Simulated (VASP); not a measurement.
Write the native input for VASP 6.6.1 that does the following.

| Property | Result |
| --- | --- |
| Task | single point |
| Functional | r2SCAN |
| Potentials or basis | VASP PAW PBE potentials, release 64 (Au) |
| Cutoff | 520 eV |
| k mesh | 11 × 11 × 11 |
| Occupations | fermi-dirac, width 0.05 eV |
| Spin | no spin polarisation |
| Dipole correction | no |
| Further INCAR settings | ALGO = Normal; EDIFF = 1e-07; NBANDS = 12 |

The system is Au.

```
Au
1.0
    -1.64615    1.64615    1.64615
     1.64615   -1.64615    1.64615
     1.64615    1.64615   -1.64615
Au
1
Direct
  0.00000 0.00000 0.00000
```

These files were run (other wordings do the same):

POSCAR

```
Au
1.0
   -1.6461460541      1.6461460541      1.6461460541
    1.6461460541     -1.6461460541      1.6461460541
    1.6461460541      1.6461460541     -1.6461460541
Au
1
Direct
    0.0000000000      0.0000000000      0.0000000000
```

INCAR.step1

```
SYSTEM = Au
PREC = Accurate
ENCUT = 520
ISMEAR = -1
SIGMA = 0.05
LREAL = .False.
LASPH = .True.
NELM = 60
NBANDS = 12
GGA = PE
ALGO = Normal
EDIFF = 1E-4
LWAVE = .True.
LCHARG = .False.
```

INCAR.step2

```
SYSTEM = Au
PREC = Accurate
ENCUT = 520
EDIFF = 1E-7
ISMEAR = -1
SIGMA = 0.05
LREAL = .False.
LASPH = .True.
NELM = 60
ALGO = Normal
ISIF = 2
LWAVE = .False.
LCHARG = .False.
METAGGA = R2SCAN
LMIXTAU = .True.
NBANDS = 12
ISTART = 1
```

KPOINTS

```
regular mesh
0
Gamma
  11 11 11
  0 0 0
```

Potentials or basis: VASP PAW PBE potentials, release 64 (Au).

Command:

```console
$ cat potpaw_PBE.64/Au/POTCAR > POTCAR
$ cp INCAR.step1 INCAR
$ mpirun -np 1 vasp_std > vasp.out
$ cp INCAR.step2 INCAR
$ mpirun -np 1 vasp_std > vasp.out
```

It gave:

```
Pressure : -1.2 GPa
```

Caveat: the PAW data sets were made with another functional, which shifts forces and pressure a little.

It took 52 s on 1 thread of AMD EPYC 7R13 Processor (Zen 3) (shared host), peak memory 0.12 GiB.
